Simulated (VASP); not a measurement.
Runs of VASP 6.6.1 on Re. The structure is that of space group P6_3/mmc (No. 194), or close to it. The cells are those of the table. 

```tsv
cell	gap on the mesh (eV)	pressure (GPa)
a = 2.721, b = 2.721, c = 4.621 Å, angles 90.0, 90.0, 120.0°, 2 atoms	none	-5.8
a = 2.679, b = 2.679, c = 4.767 Å, angles 90.0, 90.0, 120.0°, 2 atoms	none	-3.0
a = 2.602, b = 2.602, c = 5.052 Å, angles 90.0, 90.0, 120.0°, 2 atoms	none	7.6
a = 2.919, b = 2.919, c = 4.014 Å, angles 90.0, 90.0, 120.0°, 2 atoms	none	1.7
a = 2.843, b = 2.843, c = 4.232 Å, angles 90.0, 90.0, 120.0°, 2 atoms	none	-4.2
a = 2.803, b = 2.803, c = 4.353 Å, angles 90.0, 90.0, 120.0°, 2 atoms	none	(c)
a = 2.979, b = 2.979, c = 3.855 Å, angles 90.0, 90.0, 120.0°, 2 atoms	none	(a)
a = 2.534, b = 2.534, c = 5.329 Å, angles 90.0, 90.0, 120.0°, 2 atoms	none	(b)
```

Alike in all rows: task single point; level PBEsol; potentials or basis VASP PAW PBE potentials, release 64 (Re); no spin polarisation; k mesh 21 × 21 × 12; cutoff (eV) 520; smearing gaussian 0.15 eV.

Question: Estimate the missing entries.

Answer: (a) 7.7; (b) 23.5; (c) -6.1.

Caveats: the PAW data sets were made with another functional, which shifts forces and pressure a little; spin-orbit coupling is left out, which moves the levels of the heavy elements.

A k mesh can miss the band edges, and the runs leave out spin-orbit coupling on Re.

A gap of «none» marks levels without a gap at the run's occupations.
